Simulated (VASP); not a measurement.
Wanted: the native input for a VASP 6.6.1 run.

```yaml
Task: single point
Functional: PBE
Potentials_or_basis: VASP PAW PBE potentials, release 64 (Ba_sv)
Cutoff: 520 eV
k_mesh: 9 × 9 × 9
Occupations: methfessel-paxton, width 0.01 eV
Spin: no spin polarisation
Dipole_correction: no
Further_INCAR_settings: ALGO = Normal; EDIFF = 1e-06; NBANDS = 11
```

The structure of Ba lies in POSCAR:

```
Ba
1.0
   -2.5124914082      2.5124914082      2.5124914082
    2.5124914082     -2.5124914082      2.5124914082
    2.5124914082      2.5124914082     -2.5124914082
Ba
1
Direct
    0.0000000000      0.0000000000      0.0000000000
```

The input as run:

INCAR

```
SYSTEM = Ba
PREC     = Accurate       ! precision mode
ENCUT    = 520            ! plane-wave cutoff, eV
EDIFF    = 1E-6           ! SCF threshold, eV
ISMEAR   = 1              ! smearing method
SIGMA    = 0.01           ! smearing width, eV
LREAL    = .False.        ! projectors in reciprocal space
LASPH    = .True.         ! aspherical terms in the spheres
NELM     = 80             ! most SCF steps
ALGO     = Normal         ! electronic algorithm
ISIF     = 2              ! what is computed and relaxed
LWAVE    = .False.        ! write WAVECAR
LCHARG   = .False.        ! write CHGCAR
GGA      = PE             ! functional
NBANDS   = 11             ! bands
```

KPOINTS

```
Automatic mesh
0
Gamma
  9 9 9
  0 0 0
```

Potentials or basis: VASP PAW PBE potentials, release 64 (Ba_sv).

Command:

```console
$ cat potpaw_PBE.64/Ba_sv/POTCAR > POTCAR
$ mpirun -np 1 vasp_std > vasp.out
```

It gave:

* Pressure: 0.1 GPa
* Band gap on the k mesh: zero (bands 5 and 6 overlap by 0.91 eV)

Caveat: spin-orbit coupling is left out, which moves the levels of the heavy elements.

Wall time 28 s on 1 thread of AMD EPYC 7R13, on a shared host, peak memory 0.15 GiB.
